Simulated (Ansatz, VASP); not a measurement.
**One calculation of AlN, two programs**

The input INCAR:

```
SYSTEM = AlN
PREC = Accurate
ENCUT = 520
EDIFF = 1E-7
ISMEAR = 0
SIGMA = 0.05
LREAL = .False.
LASPH = .True.
NELM = 60
ALGO = Normal
ISIF = 2
LWAVE = .False.
LCHARG = .True.
GGA = PS
LELF = .True.
LVHAR = .True.
NBANDS = 16
```

Contents of KPOINTS:

```
regular mesh
0
Gamma
  9 9 6
  0 0 0
```

POSCAR

```
AlN
1.0
    3.2222000000      0.0000000000      0.0000000000
   -1.6111000000      2.7905070561      0.0000000000
    0.0000000000      0.0000000000      3.9744000000
Al N
2 2
Direct
    0.3333333333      0.6666666667      0.7500000000
    0.6666666667      0.3333333333      0.2500000000
    0.3333333333      0.6666666667      0.2500000000
    0.6666666667      0.3333333333      0.7500000000
```

Input for Ansatz:

```yaml
crystal:
  lattice:
    - [3.2222, 0.0, 0.0]
    - [-1.6111, 2.7905070561, 0.0]
    - [0.0, 0.0, 3.9744]
  atoms:
    - { symbol: Al, position: [0.3333333333, 0.6666666667, 0.75] }
    - { symbol: Al, position: [0.6666666667, 0.3333333333, 0.25] }
    - { symbol: "N", position: [0.3333333333, 0.6666666667, 0.25] }
    - { symbol: "N", position: [0.6666666667, 0.3333333333, 0.75] }
basis:
  ecutwfc: 520.0
kpoints:
  mp_grid: { grid: [9, 9, 6] }
hamiltonian:
  xc: pbesol
  pseudopotentials: { kind: paw, azcp: { folder: soft_1 } }
scf:
  occupations: { method: gaussian, width: 0.05 }
output:
  forces: true
  stress: true
  eigenvalues: true
```

Alike in both runs: task single point; functional PBEsol; k mesh 9 × 9 × 6; occupations gaussian, width 0.05 eV; no spin polarisation.

|  | VASP | Ansatz |
| --- | --- | --- |
| version | VASP 6.6.1 | Ansatz 0.2.0 |
| potentials or method | VASP PAW PBE potentials, release 64 (Al, N), cutoff 520 eV | scalar-relativistic, plane waves, PAW |
| valence electrons in the cell | 16 | 16 |

```csv
,VASP,Ansatz,Ansatz less VASP
gap on the k mesh at the Fermi level (eV),4.01,3.99,-0.016
least direct gap on the mesh (eV),4.01,3.99,-0.016
pressure (GPa),22.7,22.6,-0.14
"traceless stress, the component that is largest in VASP (GPa)",1.41,1.39,-0.025
```

VASP's potentials were made for PBE, not for PBEsol, and Ansatz warns of the same on its side.
